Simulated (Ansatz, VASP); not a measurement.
# One calculation of LaCuTe2, two programs

Contents of INCAR:

```
PREC = Accurate ; ENCUT = 520
EDIFF = 1E-6 ; ISMEAR = 0
SIGMA = 0.01 ; LREAL = False
LASPH = True ; NELM = 60
ALGO = Normal ; ISIF = 2
LWAVE = False ; LCHARG = True
GGA = PE ; LELF = True
LVHAR = True ; NBANDS = 25
```

File KPOINTS:

```
regular mesh
0
Gamma
  6 6 6
```

The input POSCAR:

```
LaCuTe2
1.0
    2.2428380897      1.2949031749      6.7181480427
   -2.2428380897      1.2949031749      6.7181480427
    0.0000000000     -2.5898063497      6.7181480427
Cu La Te
1 1 2
Direct
    1.0000000000      0.0000000000      0.0000000000
    0.5000000000      0.5000000000      0.5000000000
    0.2613436614      0.2613436614      0.2613436614
    0.7386563386      0.7386563386      0.7386563386
```

Input for Ansatz:

```yaml
crystal:
  lattice:
    - [2.2428380897, 1.2949031749, 6.7181480427]
    - [-2.2428380897, 1.2949031749, 6.7181480427]
    - [0.0, -2.5898063497, 6.7181480427]
  atoms:
    - { symbol: Cu, position: [1.0, 0.0, 0.0] }
    - { symbol: La, position: [0.5, 0.5, 0.5] }
    - { symbol: Te, position: [0.2613436614, 0.2613436614, 0.2613436614] }
    - { symbol: Te, position: [0.7386563386, 0.7386563386, 0.7386563386] }
kpoints:
  mp_grid: { grid: [6, 6, 6] }
hamiltonian:
  xc: pbe
scf:
  occupations: { method: fixed }
  n_extra_bands: 5
output:
  forces: true
  stress: true
  eigenvalues: true
```

Alike in both runs: task single point; functional PBE; k mesh 6 × 6 × 6; no spin polarisation.

|  | VASP | Ansatz |
| --- | --- | --- |
| version | VASP 6.6.1 | Ansatz 0.2.0 |
| potentials or method | VASP PAW PBE potentials, release 64 (Cu, La, Te) | plane waves, PAW |
| plane-wave cutoff (eV) | 520 | 420 |
| occupations | gaussian, width 0.01 eV | fixed |
| valence electrons in the cell | 34 | 62 |

```tsv
	VASP	Ansatz	Ansatz less VASP
gap on the k mesh at the Fermi level (eV)	0.79	0.80	+0.009
pressure (GPa)	0.0	0.0	+0.01
rms of the force components (eV/Å)	0.004	0.000	-0.0040
```

Atom by atom the forces differ by 0.004 eV/Å (rms over components). VASP's potentials hold 34 valence electrons a cell and Ansatz's 62, so a difference there can come from the potentials and not from the codes.

Neither program's run includes spin-orbit coupling.
